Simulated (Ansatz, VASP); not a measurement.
# Two plane-wave programs on NaH

INCAR

```
SYSTEM = NaH
  ALGO = Normal
  EDIFF = 1E-7
  ENCUT = 520
  GGA = PE
  ISIF = 2
  ISMEAR = 0
  LASPH = .TRUE.
  LCHARG = .TRUE.
  LELF = .TRUE.
  LREAL = .FALSE.
  LVHAR = .TRUE.
  LWAVE = .FALSE.
  NBANDS = 11
  NELM = 100
  PREC = Accurate
  SIGMA = 0.05
```

File KPOINTS:

```
k-points
0
G
  10 10 10
  0 0 0
```

Contents of POSCAR:

```
NaH
1.0
    2.7778165600      0.0000000000      0.0000000000
    0.0000000000      3.1324314400      0.0000000000
    0.0000000000      0.0000000000      2.9551240000
Na H
1 1
Direct
    0.0000000000      0.0000000000      0.0000000000
    0.5000000000      0.5000000000      0.5000000000
```

Input for Ansatz:

```yaml
crystal:
  lattice:
    - [2.77781656, 0.0, 0.0]
    - [0.0, 3.13243144, 0.0]
    - [0.0, 0.0, 2.955124]
  atoms:
    - { symbol: Na, position: [0.0, 0.0, 0.0] }
    - { symbol: H, position: [0.5, 0.5, 0.5] }
basis:
  ecutwfc: 420
kpoints:
  mp_grid: { grid: [10, 10, 10] }
hamiltonian:
  xc: pbe
scf:
  occupations: { method: gaussian, width: 0.05 }
output:
  forces: true
  stress: true
  eigenvalues: true
```

Change from the starting cell: strain -0.0600 x Voigt [1, -1, 0, 0, 0, 0], atoms carried along.

Alike in both runs: task single point; functional PBE; k mesh 10 × 10 × 10; occupations gaussian, width 0.05 eV; no spin polarisation.

|  | VASP | Ansatz |
| --- | --- | --- |
| version | VASP 6.6.1 | Ansatz 0.2.0 |
| potentials or method | VASP PAW PBE potentials, release 64 (Na_pv, H), cutoff 520 eV | scalar-relativistic, plane waves, PAW |
| valence electrons in the cell | 8 | 10 |

|  | VASP | Ansatz | Ansatz less VASP |
| --- | --- | --- | --- |
| gap on the k mesh at the Fermi level (eV) | 0.39 | 0.39 | +0.004 |
| least direct gap on the mesh (eV) | 4.22 | 4.23 | +0.006 |
| pressure (GPa) | 0.4 | 0.4 | +0.04 |
| traceless stress, the component that is largest in VASP (GPa) | 6.93 | 6.92 | -0.009 |

The functional is the same, so the differences come from potentials, cutoffs and numerics. VASP's potentials hold 8 valence electrons a cell and Ansatz's 10, so a difference there can come from the potentials and not from the codes.
